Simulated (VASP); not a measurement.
# SiH10C20 in VASP: further runs

The runs below take SiH10C20 through single point, with PBE.

Program: VASP 6.6.1. These are calculated values, not measurements. Logs are shortened: lines on timing, memory, paths and dates and some standing lists are left out, and cuts for length are marked.

**1. The cell of the first run**

The cell holds a slab with vacuum, 31 atoms: a = 5.049 Å, b = 5.049 Å, c = 15.836 Å, α = 90.00°, β = 90.00°, γ = 90.00°.

**2. Single point, PBE, collinear spin, zero start**

Input file INCAR:

```
SYSTEM = SiH10C20
  ALGO = Normal
  EDIFF = 1E-6
  ENCUT = 520
  GGA = PE
  ISIF = 2
  ISMEAR = 0
  ISPIN = 2
  LASPH = .True.
  LCHARG = .False.
  LORBIT = 11
  LREAL = Auto
  LWAVE = .False.
  MAGMOM = 0 0 0 0 0 0 0 0 0 0 0 0 0 0 0 0 0 0 0 0 0 0 0 0 0 0 0 0 0 0 0
  NBANDS = 72
  NELM = 150
  PREC = Accurate
  SIGMA = 0.02
```

Input file KPOINTS:

```
k-points
0
Gamma
  2 2 1
  0 0 0
```

Input file POSCAR:

```
SiH10C20
1.0
    5.0487420000      0.0000000000      0.0000000000
    0.0000000000      5.0487420000      0.0000000000
    0.0000000000      0.0000000000     15.8355610000
H C Si
10 20 1
Direct
    0.4277867635      0.0000000000      0.0631490100
    0.0722132365      0.0000000000      0.0631490100
    0.9277869616      0.0000000000      0.0631490100
    0.5722132365      0.0000000000      0.0631490100
    0.4277867635      0.5000000000      0.0631490100
    0.0722132365      0.5000000000      0.0631490100
    0.9277869616      0.5000000000      0.0631490100
    0.5722132365      0.5000000000      0.0631490100
    0.2480085138      0.5017146846      0.3881894680
    0.7490384733      0.5014276824      0.3885042658
    0.2500000990      0.0000000000      0.1032296867
    0.7500000990      0.0000000000      0.1032296867
    0.2500000990      0.5000000000      0.1032296867
    0.7500000990      0.5000000000      0.1032296867
    0.2500000990      0.2500000990      0.1595901781
    0.7500000990      0.2500000990      0.1595901781
    0.2500000990      0.7500000990      0.1595901781
    0.7500000990      0.7500000990      0.1595901781
   -0.0005751928      0.2507800953      0.2110266255
    0.4978986845      0.2480168327      0.2127277335
   -0.0007593971      0.7509977733      0.2199880383
    0.4982900691      0.7489847966      0.2211837648
   -0.0020785376      0.0182057233      0.2713530010
    0.4923745361      0.0132575600      0.2759038976
   -0.0004850713      0.4831054944      0.2729685421
    0.4969740977      0.4808580038      0.2735955487
    0.2367209495      0.0858849591      0.3270250419
    0.7482840280      0.0829511589      0.3241798001
    0.2464790239      0.4091359788      0.3253505196
    0.7492105954      0.4136612645      0.3237083296
    0.8343769596     -0.0465270358      0.4314612536
```

Potentials or basis: VASP PAW PBE potentials, release 64 (H, C, Si).

Command:

```bash
$ cat potpaw_PBE.64/H/POTCAR potpaw_PBE.64/C/POTCAR potpaw_PBE.64/Si/POTCAR > POTCAR
$ mpirun -np 1 vasp_std > vasp.out
```

OUTCAR:

```text
SYSTEM = SiH10C20
   EDIFF = 1E-6
   ENCUT = 520
   GGA = PE
   ISIF = 2
   ISMEAR = 0
   ISPIN = 2
   LASPH = .True.
   LORBIT = 11
   LREAL = Auto
   NELM = 150
   PREC = Accurate

 ion  position               nearest neighbor table
   1  0.428  0.000  0.063-   4 0.73  11 1.10
   2  0.072  0.000  0.063-   3 0.73  11 1.10
   3  0.928  0.000  0.063-   2 0.73  12 1.10
   4  0.572  0.000  0.063-   1 0.73  12 1.10
   5  0.428  0.500  0.063-   8 0.73  13 1.10
   6  0.072  0.500  0.063-   7 0.73  13 1.10
   7  0.928  0.500  0.063-   6 0.73  14 1.10
   8  0.572  0.500  0.063-   5 0.73  14 1.10
   9  0.248  0.502  0.388-  29 1.10
  10  0.749  0.501  0.389-  30 1.12
  11  0.250  0.000  0.103-   1 1.10   2 1.10  17 1.55  15 1.55
  12  0.750  0.000  0.103-   4 1.10   3 1.10  18 1.55  16 1.55
  13  0.250  0.500  0.103-   5 1.10   6 1.10  15 1.55  17 1.55
  14  0.750  0.500  0.103-   8 1.10   7 1.10  16 1.55  18 1.55
  15  0.250  0.250  0.160-  19 1.50  20 1.51  13 1.55  11 1.55
  16  0.750  0.250  0.160-  19 1.50  20 1.53  14 1.55  12 1.55
[... 8 lines left out ...]
  25  1.000  0.483  0.273-  19 1.53  30 1.54  29 1.54  21 1.59
  26  0.497  0.481  0.274-  20 1.52  30 1.54  29 1.55  22 1.59
  27  0.237  0.086  0.327-  23 1.53  24 1.57  29 1.63
  28  0.748  0.083  0.324-  24 1.54  23 1.55  30 1.67  31 1.87
  29  0.246  0.409  0.325-   9 1.10  25 1.54  26 1.55  27 1.63
  30  0.749  0.414  0.324-  10 1.12  25 1.54  26 1.54  28 1.67
  31  0.834  0.953  0.431-  28 1.87

  LATTYP: Found a simple tetragonal cell.
 ALAT       =     5.0487420000
 C/A-ratio  =     3.1365359925

  Lattice vectors:

 A1 = (   5.0487420000,   0.0000000000,   0.0000000000)
 A2 = (   0.0000000000,   5.0487420000,   0.0000000000)
 A3 = (   0.0000000000,   0.0000000000,  15.8355610000)

Analysis of symmetry for initial positions (statically):
=====================================================================
 Subroutine PRICEL returns:
 Original cell was already a primitive cell.

 Routine SETGRP: Setting up the symmetry group for a
 simple tetragonal supercell.

 Subroutine GETGRP returns: Found  1 space group operations
 (whereof  1 operations were pure point group operations)
 out of a pool of 16 trial point group operations.

The static configuration has the point symmetry C_1 .

Analysis of symmetry for dynamics (positions and initial velocities):
=====================================================================
 Subroutine PRICEL returns:
 Original cell was already a primitive cell.

 Routine SETGRP: Setting up the symmetry group for a
 simple tetragonal supercell.

 Subroutine GETGRP returns: Found  1 space group operations
 (whereof  1 operations were pure point group operations)
 out of a pool of 16 trial point group operations.

The dynamic configuration has the point symmetry C_1 .

Analysis of structural, dynamic, and magnetic symmetry:
=====================================================================
 Subroutine PRICEL returns:
 Original cell was already a primitive cell.

 Routine SETGRP: Setting up the symmetry group for a
 simple tetragonal supercell.

 Subroutine GETGRP returns: Found  1 space group operations
 (whereof  1 operations were pure point group operations)
 out of a pool of 16 trial point group operations.

The overall configuration has the point symmetry C_1 .

 Subroutine INISYM returns: Found  1 space group operations
 (whereof  1 operations are pure point group operations),
 and found     1 'primitive' translations

----------------------------------------------------------------------------------------

                                     Primitive cell

  volume of cell :     403.6452

  direct lattice vectors                    reciprocal lattice vectors
     5.048742000  0.000000000  0.000000000     0.198069143  0.000000000  0.000000000
     0.000000000  5.048742000  0.000000000     0.000000000  0.198069143  0.000000000
     0.000000000  0.000000000 15.835561000     0.000000000  0.000000000  0.063149010

  length of vectors
     5.048742000  5.048742000 15.835561000     0.198069143  0.198069143  0.063149010

  position of ions in fractional coordinates (direct lattice)
     0.427786764  0.000000000  0.063149010
     0.072213236  0.000000000  0.063149010
     0.927786962  0.000000000  0.063149010
     0.572213236  0.000000000  0.063149010
     0.427786764  0.500000000  0.063149010
     0.072213236  0.500000000  0.063149010
[... 23 lines left out ...]
     0.749210595  0.413661264  0.323708330
     0.834376960  0.953472964  0.431461254

  ion indices of the primitive-cell ions
   primitive index   ion index
[... 57 lines left out ...]

 Following reciprocal coordinates:
            Coordinates               Weight
  0.000000  0.000000  0.000000      1.000000
  0.500000  0.000000  0.000000      1.000000
  0.000000  0.500000  0.000000      1.000000
  0.500000  0.500000  0.000000      1.000000
   k-points           NKPTS =      4   k-points in BZ     NKDIM =      4   number of bands    NBANDS=     72
   number of dos      NEDOS =    301   number of ions     NIONS =     31
   total plane-waves  NPLWV = 192000
   dimension x,y,z NGX =    40 NGY =   40 NGZ =  120
   dimension x,y,z NGXF=    80 NGYF=   80 NGZF=  240
   ions per type =              10  20   1
   NGX,Y,Z   is equivalent  to a cutoff of  13.17, 13.17, 12.60 a.u.
   NGXF,Y,Z  is equivalent  to a cutoff of  26.34, 26.34, 25.20 a.u.
 SYSTEM =  SiH10C20
   PREC   = accura    normal or accurate (medium, high low for compatibility)
   ISTART =      0    job   : 0-new  1-cont  2-samecut
   ICHARG =      2    charge: 1-file 2-atom 10-const
   ISPIN  =      2    spin polarized calculation?
   LNONCOLLINEAR =      F non collinear calculations
   LSORBIT =      F    spin-orbit coupling
   LASPH  =      T    aspherical Exc in radial PAW
   ENCUT  =  520.0 eV  38.22 Ry    6.18 a.u.   9.39  9.39 29.44*2*pi/ulx,y,z
   NELM   =    150;   NELMIN=  2; NELMDL= -5     # of ELM steps
   EDIFF  = 0.1E-05   stopping-criterion for ELM
   LREAL  =      T    real-space projection
   EDIFFG = 0.1E-04   stopping-criterion for IOM
   NSW    =      0    number of steps for IOM
   IBRION =     -1    ionic relax: 0-MD 1-quasi-New 2-CG
   NFREE  =      0    steps in history (QN), initial steepest desc. (CG)
   ISIF   =      2    stress and relaxation
   ISYM   =      2    0-nonsym 1-usesym 2-fastsym
   POTIM  = 0.5000    time-step for ionic-motion
   TEBEG  =    0.0;   TEEND  =   0.0 temperature during run
   PSTRESS=    0.0 pullay stress
   NELECT =      94.0000    total number of electrons
   NUPDOWN=      -1.0000    fix difference up-down
   EMIN   =  10.00;   EMAX   =-10.00  energy-range for DOS
   EFERMI =   0.00;   METHOD = LEGACY
   ISMEAR =     0;   SIGMA  =   0.02  broadening in eV -4-tet -1-fermi 0-gaus
   EFERMI_NEDOS =   21; number of points for ismear=-14 and -15
   IALGO  =     38    algorithm
   IMIX   =      4    mixing-type and parameters
     AMIX     =   0.40;   BMIX     =  1.00
     AMIX_MAG =   1.60;   BMIX_MAG =  1.00
  volume/ion in A,a.u.               =      13.02        87.87
  Fermi-wavevector in a.u.,A,eV,Ry     =   1.007204  1.903340 13.802569  1.014460
  Thomas-Fermi vector in A             =   2.139994
   LORBIT       =     11    0 simple, 1 ext, 2 COOP (PROOUT), +10 PAW based schemes
   GGA     = PE    functional components
   LHFCALC =     F    Hartree Fock is set to
   AEXX    =    0.0000 exact exchange contribution
   IVDW    =     0    specifies the selected vdW correction
   LEPSILON=     F    determine dielectric tensor
   LRPA    =     F    only Hartree local field effects (RPA)
 spin polarized calculation
 Gauss-broadening in eV      SIGMA  =   0.02
  energy-cutoff  :      520.00
  volume of cell :      403.65
 maximum number of plane-waves:     10887
 NGX is ok and might be reduce to    40
   NGX = 19   NGY = 19   NGZ = 59

 number of electron      94.0000009 magnetization       0.0000054

 number of electron      94.0000009 magnetization      -0.0004278

 Free energy of the ion-electron system (eV)
  ---------------------------------------------------
  ext. energy  EPLUGINS =         0.00000000
  ---------------------------------------------------
  free energy    TOTEN  =      -203.53211210 eV

  energy without entropy =     -203.52954338  energy(sigma->0) =     -203.53082774

 E-fermi :   1.3918     XC(G=0):  -6.0138

 val. band max:        1.3739812192   @ k =   0.0000   0.5000   0.0000
 cond. band min:       1.4096457289   @ k =   0.5000   0.5000   0.0000
 fundamental gap:      0.0356645097
 Fermi energy:         1.3917731200

 spin component 1

 k-point     1 :       0.0000    0.0000    0.0000
  band No.  band energies     occupation
      1     -19.6799      1.00000
      2     -17.4807      1.00000
      3     -15.4745      1.00000
      4     -15.1503      1.00000
      5     -15.1266      1.00000
      6     -15.1218      1.00000
[... 237 lines left out ...]
     58       6.8832      0.00000
     59       6.9790      0.00000
 Fermi energy:         1.3917731200

 spin component 2

 k-point     1 :       0.0000    0.0000    0.0000
  band No.  band energies     occupation
      1     -19.6799      1.00000
      2     -17.4808      1.00000
      3     -15.4745      1.00000
      4     -15.1503      1.00000
      5     -15.1266      1.00000
      6     -15.1218      1.00000
[... 237 lines left out ...]
     58       6.8811      0.00000
     59       6.9765      0.00000
 [bands above 59 left out]

------------------------ aborting loop because EDIFF is reached ----------------------------------------

  FORCE on cell =-STRESS in cart. coord.  units (eV):
  Direction    XX          YY          ZZ          XY          YZ          ZX
  --------------------------------------------------------------------------------------
  -------------------------------------------------------------------------------------
  Total       68.9733254     -6.8442666     -4.5839463     -1.4881683      0.4552844      4.4649925
  in kB      273.7738338    -27.1667502    -18.1949262     -5.9069435      1.8071473     17.7227661
  external PRESSURE =      76.1373858 kB  Pullay stress =       0.0000000 kB

 VOLUME and BASIS-vectors are now :
 -----------------------------------------------------------------------------
  energy-cutoff  :      520.00
  volume of cell :      403.65
      direct lattice vectors                 reciprocal lattice vectors
     5.048742000  0.000000000  0.000000000     0.198069143  0.000000000  0.000000000
     0.000000000  5.048742000  0.000000000     0.000000000  0.198069143  0.000000000
     0.000000000  0.000000000 15.835561000     0.000000000  0.000000000  0.063149010

 POSITION                                       TOTAL-FORCE (eV/Angst)
 -----------------------------------------------------------------------------------
      2.15978      0.00000      1.00000        -8.901806     -0.038136      0.023795
      0.36459      0.00000      1.00000         8.905771     -0.057905      0.029295
      4.68416      0.00000      1.00000        -8.899799     -0.050140      0.026991
      2.88896      0.00000      1.00000         8.905473     -0.047406      0.023372
      2.15978      2.52437      1.00000        -8.900466      0.064568      0.018323
      0.36459      2.52437      1.00000         8.918213      0.031645      0.038529
[... 23 lines left out ...]
      3.78257      2.08847      5.12610        -0.013569     -0.032141      0.006453
      4.21255      4.81384      6.83243         1.356899      0.140227     -0.154594
 -----------------------------------------------------------------------------------
    total drift:                                0.027524     -0.005980      0.007215

  FREE ENERGIE OF THE ION-ELECTRON SYSTEM (eV)
  ---------------------------------------------------
  free  energy   TOTEN  =      -203.5321120957 eV

  energy  without entropy=     -203.5295433766  energy(sigma->0) =     -203.53082774

 total charge

# of ion       s       p       d       tot
------------------------------------------
    1        0.742   0.102   0.000   0.844
    2        0.742   0.102   0.000   0.844
    3        0.742   0.102   0.000   0.844
    4        0.742   0.102   0.000   0.844
    5        0.742   0.102   0.000   0.844
    6        0.742   0.102   0.000   0.844
[... 23 lines left out ...]
   30        0.839   1.683   0.000   2.522
   31        0.914   0.640   0.000   1.554
--------------------------------------------------
tot         24.849  36.190   0.000  61.039

 magnetization (x)

# of ion       s       p       d       tot
------------------------------------------
    1       -0.000  -0.000   0.000  -0.000
    2       -0.000  -0.000   0.000  -0.000
    3       -0.000  -0.000   0.000  -0.000
    4       -0.000  -0.000   0.000  -0.000
    5       -0.000  -0.000   0.000  -0.000
    6       -0.000  -0.000   0.000  -0.000
[... 23 lines left out ...]
   30        0.000  -0.000   0.000  -0.000
   31        0.000   0.000   0.000   0.000
--------------------------------------------------
tot         -0.000  -0.001   0.000  -0.001
```

Wall time 5.7 min (1 thread of Intel Xeon 6975P-C (Granite Rapids), shared host); peak memory 0.66 GiB.

Results:

| Quantity | Value |
| --- | --- |
| Free energy | -203.5321 eV |
| Largest force | 8.918 eV/Å |
| Band gap on the k mesh | 0.04 eV (least direct gap 0.07 eV) |
| Net moment | 0.00 μB per cell |
| Valence electrons inside the program's atomic spheres | H 0.84, 0.69, 0.68 (each value once); C 2.68, 2.60, 2.59, 2.51, 2.66, 2.62, 2.48, 2.47, 2.57, 2.52, 2.56, 2.40, 2.54 (each value once); Si 1.55 |

Forces in eV/Å, atoms in the order of the input:
```
H   -8.902 -0.038  0.024
H    8.906 -0.058  0.029
H   -8.900 -0.050  0.027
H    8.905 -0.047  0.023
H   -8.900  0.065  0.018
H    8.918  0.032  0.039
H   -8.906  0.034  0.053
H    8.908  0.060  0.004
H   -0.033  0.021  0.031
H   -0.015  0.012  0.016
C    0.048 -0.139  1.071
C   -0.070 -0.135  1.079
C    0.102  0.160  1.047
C   -0.203  0.161  1.063
C   -0.043  0.008 -2.832
C   -0.354 -0.086 -2.706
C   -0.075 -0.042  0.480
C   -0.163  0.007  0.547
C   -0.006  0.021 -0.063
C   -0.021 -0.032  0.030
C   -0.018  0.010 -0.016
C   -0.013 -0.017  0.038
C   -0.095  0.009 -0.115
C   -0.076 -0.061  0.120
C   -0.025  0.048 -0.016
C   -0.033  0.005  0.019
C   -0.208 -0.047  0.116
C   -0.025 -0.003 -0.011
C   -0.048 -0.005  0.035
C   -0.014 -0.032  0.006
Si   1.357  0.140 -0.155
```

Levels at points of the mesh, in eV from the valence-band top:
Spin up:
```
           k point  band 43  band 44  band 45  band 46  band 47  band 48  band 49  band 50  band 51  band 52
(0.00, 0.00, 0.00)    -2.44    -2.37    -0.70    -0.55    -0.02     0.42     1.17     2.12     3.16     3.96
(0.50, 0.00, 0.00)    -2.43    -2.25    -2.22    -1.99    -0.93     0.43     1.26     3.34     3.38     4.11
(0.00, 0.50, 0.00)    -2.51    -2.23    -0.57    -0.24     0.00     0.07     1.30     3.08     3.11     3.46
(0.50, 0.50, 0.00)    -3.04    -2.76    -2.63    -1.96    -0.87     0.04     1.60     3.65     3.98     4.18
```
Spin down:
| k point | band 44 | band 45 | band 46 | band 47 | band 48 | band 49 | band 50 | band 51 |
| --- | --- | --- | --- | --- | --- | --- | --- | --- |
| (0.00, 0.00, 0.00) | -2.37 | -0.70 | -0.55 | -0.02 | 0.42 | 1.17 | 2.12 | 3.16 |
| (0.50, 0.00, 0.00) | -2.25 | -2.22 | -1.99 | -0.93 | 0.43 | 1.26 | 3.34 | 3.38 |
| (0.00, 0.50, 0.00) | -2.23 | -0.57 | -0.24 | 0.00 | 0.07 | 1.30 | 3.08 | 3.11 |
| (0.50, 0.50, 0.00) | -2.76 | -2.63 | -1.96 | -0.87 | 0.04 | 1.60 | 3.65 | 3.98 |

Caveat: the k points lie up to 0.62 Å⁻¹ apart; there is no dipole correction, which matters where the two faces differ.

(Continued in part 2 of 3.)
